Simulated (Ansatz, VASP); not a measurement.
Au: VASP beside Ansatz

```xyz
1
Lattice="0.0000 2.0350 2.0350 2.0350 0.0000 2.0350 2.0350 2.0350 0.0000" Properties=species:S:1:pos:R:3 pbc="T T T"
Au    0.0000    0.0000    0.0000
```

Alike in both runs: task single point; functional PBE; k mesh 11 × 11 × 11; occupations gaussian, width 0.028 eV; no spin polarisation.

```csv
,VASP,Ansatz
version,VASP 6.6.1,Ansatz 0.2.0
potentials or method,"VASP PAW PBE potentials, release 64 (Au), cutoff 520 eV","all-electron LAPW, scalar-relativistic"
```

VASP gave:

```
gap on the k mesh at the Fermi level (eV) : none
pressure (GPa)                            : 10.5
```

Task: What did Ansatz give for the same quantities?

Result: gap on the k mesh at the Fermi level (eV): none; pressure (GPa): 10.8.

A gap of «none» marks a metal or a gap that the smearing closes. Ansatz ran all-electron here, and VASP with PAW potentials.

Spin-orbit coupling is off throughout.
